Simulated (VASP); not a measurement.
# AlCo in VASP: a series of runs, part 3 of 3

VASP 6.6.1. The steps go on from the part before.

## (6) Single point, PBE

This run uses another cell than the first one: it holds 20 atoms, not 2.

INCAR reads:

```
SYSTEM = AlCo
  PREC = Accurate
  ENCUT = 520
  EDIFF = 1E-6
  ISMEAR = 0
  SIGMA = 0.1
  LREAL = Auto
  LASPH = .TRUE.
  NELM = 100
  ALGO = Fast
  ISIF = 2
  LWAVE = .FALSE.
  LCHARG = .FALSE.
  GGA = PE
  NBANDS = 76
```

KPOINTS reads:

```
Automatic mesh
0
G
  12 4 4
  0 0 0
```

POSCAR reads:

```
AlCo
1.0
    2.8519024114      0.0000000000      0.0000000000
    0.0000000000      9.0185072846      0.0000000000
    0.0000000000      0.0000000000      9.0185072846
Al Co
10 10
Direct
    0.0000000000      0.0000000000      0.0000000000
    0.0000000000      0.3000000000      0.1000000000
    0.0000000000      0.6000000000      0.2000000000
    0.0000000000      0.9000000000      0.3000000000
    0.0000000000      0.2000000000      0.4000000000
    0.0000000000      0.5000000000      0.5000000000
    0.0000000000      0.8000000000      0.6000000000
    0.0000000000      0.1000000000      0.7000000000
    0.0000000000      0.4000000000      0.8000000000
    0.0000000000      0.7000000000      0.9000000000
    0.5000000000      0.5000000000      1.0000000000
    0.5000000000      0.8000000000      0.1000000000
    0.5000000000      0.1000000000      0.2000000000
    0.5000000000      0.4000000000      0.3000000000
    0.5000000000      0.7000000000      0.4000000000
    0.5000000000      1.0000000000      0.5000000000
    0.5000000000      0.3000000000      0.6000000000
    0.5000000000      0.6000000000      0.7000000000
    0.5000000000      0.9000000000      0.8000000000
    0.5000000000      0.2000000000      0.9000000000
```

Potentials or basis: VASP PAW PBE potentials, release 64 (Al, Co).

Run with:

```
> cat potpaw_PBE.64/Al/POTCAR potpaw_PBE.64/Co/POTCAR > POTCAR
> mpirun -np 1 vasp_std > vasp.out
```

OUTCAR:

```text
SYSTEM = AlCo
   PREC = Accurate
   ENCUT = 520
   EDIFF = 1E-6
   ISMEAR = 0
   LREAL = Auto
   LASPH = .TRUE.
   NELM = 100
   ISIF = 2
   GGA = PE

 ion  position               nearest neighbor table
   1  0.000  0.000  0.000-  12 2.47  13 2.47  19 2.47  20 2.47  12 2.47  13 2.47  19 2.47  20 2.47
                             2 2.85   4 2.85   8 2.85  10 2.85
   2  0.000  0.300  0.100-  13 2.47  14 2.47  13 2.47  14 2.47  20 2.47  20 2.47  11 2.47  11 2.47
                             5 2.85   1 2.85   3 2.85   9 2.85
   3  0.000  0.600  0.200-  12 2.47  15 2.47  12 2.47  15 2.47  14 2.47  14 2.47  11 2.47  11 2.47
                             4 2.85   6 2.85   2 2.85  10 2.85
   4  0.000  0.900  0.300-  12 2.47  15 2.47  12 2.47  15 2.47  13 2.47  13 2.47  16 2.47  16 2.47
[... 2059 lines left out ...]
  external PRESSURE =       0.1224525 kB  Pullay stress =       0.0000000 kB

 VOLUME and BASIS-vectors are now :
 -----------------------------------------------------------------------------
  energy-cutoff  :      520.00
  volume of cell :      231.96
      direct lattice vectors                 reciprocal lattice vectors
     2.851902411  0.000000000  0.000000000     0.350643134  0.000000000  0.000000000
     0.000000000  9.018507285  0.000000000     0.000000000  0.110883095  0.000000000
     0.000000000  0.000000000  9.018507285     0.000000000  0.000000000  0.110883095

 POSITION                                       TOTAL-FORCE (eV/Angst)
 -----------------------------------------------------------------------------------
      0.00000      0.00000      0.00000        -0.000000      0.000000     -0.000000
      0.00000      2.70555      0.90185        -0.000000      0.000000     -0.000000
      0.00000      5.41110      1.80370        -0.000000      0.000000     -0.000000
      0.00000      8.11666      2.70555        -0.000000      0.000000     -0.000000
      0.00000      1.80370      3.60740        -0.000000      0.000000      0.000000
      0.00000      4.50925      4.50925        -0.000000      0.000000     -0.000000
[... 12 lines left out ...]
      1.42595      8.11666      7.21481        -0.000000     -0.000000      0.000000
      1.42595      1.80370      8.11666         0.000000      0.000000     -0.000000
 -----------------------------------------------------------------------------------
    total drift:                                0.000000      0.000000      0.000000

  FREE ENERGIE OF THE ION-ELECTRON SYSTEM (eV)
  ---------------------------------------------------
  free  energy   TOTEN  =      -119.9002120468 eV

  energy  without entropy=     -119.8579555281  energy(sigma->0) =     -119.87908379
```

OSZICAR:

```text
N       E                     dE             d eps       ncg     rms          rms(c)
DAV:   1     0.880086232275E+03    0.88009E+03   -0.48245E+04  6384   0.174E+03
DAV:   2    -0.395874078000E+02   -0.91967E+03   -0.88999E+03  6384   0.398E+02
DAV:   3    -0.131214070969E+03   -0.91627E+02   -0.81040E+02  6660   0.149E+02
[... 17 lines left out ...]
RMM:  21    -0.119900222389E+03    0.12489E-04   -0.84479E-06  6775   0.191E-02    0.131E-01
RMM:  22    -0.119900215905E+03    0.64839E-05   -0.83576E-06  6155   0.180E-02    0.730E-02
RMM:  23    -0.119900213775E+03    0.21301E-05   -0.21809E-06  3842   0.808E-03    0.415E-02
RMM:  24    -0.119900212612E+03    0.11622E-05   -0.81823E-07  3650   0.381E-03    0.197E-02
RMM:  25    -0.119900212047E+03    0.56559E-06   -0.42412E-07  3613   0.313E-03
   1 F= -.11990021E+03 E0= -.11987908E+03  d E =-.422565E-01
```

Wall time 36 min (1 thread of Oxide Virtual Turin-like, shared host); peak memory 0.59 GiB.

What came out:

* Free energy: -119.9002 eV
* Pressure: 0.0 GPa
* Band gap on the k mesh: zero (band 60 reaches 11.17 eV, above the bottom of band 61 at 10.31 eV)

Levels at points of the mesh, in eV from the Fermi level:
| k point | band 57 | band 58 | band 59 | band 60 | band 61 | band 62 | band 63 | band 64 |
| --- | --- | --- | --- | --- | --- | --- | --- | --- |
| (0.00, 0.00, 0.00) | -0.87 | -0.85 | -0.85 | -0.85 | -0.25 | 0.36 | 0.36 | 0.36 |
| (0.50, 0.00, 0.00) | -0.44 | -0.22 | -0.22 | 0.10 | 0.10 | 0.10 | 0.10 | 0.12 |
| (0.00, 0.50, 0.00) | -0.85 | -0.85 | -0.79 | -0.79 | 0.04 | 0.04 | 0.19 | 0.19 |
| (0.50, 0.50, 0.00) | -0.33 | -0.33 | -0.14 | -0.14 | -0.01 | -0.01 | 0.15 | 0.15 |
| (0.00, 0.50, 0.50) | -0.90 | -0.90 | -0.74 | -0.74 | 0.16 | 0.16 | 0.33 | 0.33 |
| (0.50, 0.50, 0.50) | -0.25 | -0.25 | 0.15 | 0.15 | 0.15 | 0.15 | 0.40 | 0.40 |

## (7) Overview

```tsv
spin	cell	k mesh	cutoff (eV)	smearing	gap on the mesh (eV)	pressure (GPa)
off	a = 2.908 Å, 2 atoms	14 × 14 × 14	520	gaussian 0.1 eV	none	-9.5
collinear, ferrimagnetic start	a = 2.852 Å, 2 atoms	14 × 14 × 14	600	fermi-dirac 0.1 eV	none	0.1
off	a = 2.852, b = 2.852, c = 8.556 Å, 6 atoms	21 × 21 × 7	520	gaussian 0.15 eV	none	-0.1
off	a = 2.937, b = 2.937, c = 2.801 Å, 2 atoms	18 × 18 × 18	520	gaussian 0.1 eV	none	-6.7
off	a = 2.852, b = 9.019, c = 9.019 Å, 20 atoms	12 × 4 × 4	520	gaussian 0.1 eV	none	0.0
```

Alike in all rows: task single point; level PBE; potentials or basis VASP PAW PBE potentials, release 64 (Al, Co).

Absolute energies hang on the potentials; compare differences alone.
